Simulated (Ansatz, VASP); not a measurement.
**PN in VASP and in Ansatz**

Contents of INCAR:

```
PREC     = Accurate       # precision mode
ENCUT    = 600            # plane-wave cutoff, eV
EDIFF    = 1E-6           # SCF threshold, eV
ISMEAR   = 0              # smearing method
SIGMA    = 0.1            # smearing width, eV
LREAL    = F              # projectors in reciprocal space
LASPH    = T              # aspherical terms in the spheres
NELM     = 80             # most SCF steps
ALGO     = Normal         # electronic algorithm
ISIF     = 3              # what is computed and relaxed
LWAVE    = F              # write WAVECAR
LCHARG   = F              # write CHGCAR
GGA      = PE             # functional
IVDW     = 12             # dispersion correction
IBRION   = 2              # ionic algorithm
NSW      = 90             # ionic steps
EDIFFG   = -0.04          # ionic threshold
```

The input KPOINTS:

```
Automatic mesh
0
Gamma
  6 6 4
```

Contents of POSCAR:

```
PN
1.0
    2.9973376000      0.0000000000      0.0000000000
    0.0000000000      2.9973376000      0.0000000000
    0.0000000000      0.0000000000      3.9275320600
P N
1 1
Direct
    0.0000000000      0.0000000000      0.5000000000
    0.5000000000      0.5000000000      0.5000000000
```

Input for Ansatz:

```yaml
crystal:
  lattice:
    - [2.9973376, 0.0, 0.0]
    - [0.0, 2.9973376, 0.0]
    - [0.0, 0.0, 3.92753206]
  atoms:
    - { symbol: P, position: [0.0, 0.0, 0.5] }
    - { symbol: "N", position: [0.5, 0.5, 0.5] }
basis:
  ecutwfc: 420
kpoints:
  mp_grid: { grid: [6, 6, 4] }
hamiltonian:
  xc: pbe
  dispersion: d3bj
scf:
  occupations: { method: gaussian, width: 0.1 }
  lower_state_search: "off"
output:
  forces: true
  stress: true
  eigenvalues: true
relax:
  adjacent_minimum: "off"
  f_tol: 0.04
  max_steps: 70
  cell: { stress_tol: 0.4 }
```

Alike in both runs: task relaxation of cell and atoms; functional PBE; dispersion D3(BJ); k mesh 6 × 6 × 4; occupations gaussian, width 0.1 eV; no spin polarisation.

```csv
,VASP,Ansatz
version,VASP 6.6.1,Ansatz 0.2.0
potentials or method,"VASP PAW PBE potentials, release 64 (P, N), cutoff 600 eV","scalar-relativistic, plane waves, PAW"
valence electrons in the cell,10,10
```

Ansatz gave:

* gap on the k mesh at the Fermi level, each at its own relaxed structure (eV): none
* relaxed volume (Å³/atom): 9.28
* relaxed cell length with the largest relative difference (Å): 2.627

Q: What did VASP give for the same quantities?

A: gap on the k mesh at the Fermi level, each at its own relaxed structure (eV): none; relaxed volume (Å³/atom): 9.23; relaxed cell length with the largest relative difference (Å): 2.619.

A gap of «none» marks a metal or a gap that the smearing closes.

The k mesh is coarse, so the values compare programs but aren't converged. Noted on VASP's run: the volume moved by over 15 % at a fixed basis, so the end points are rough.
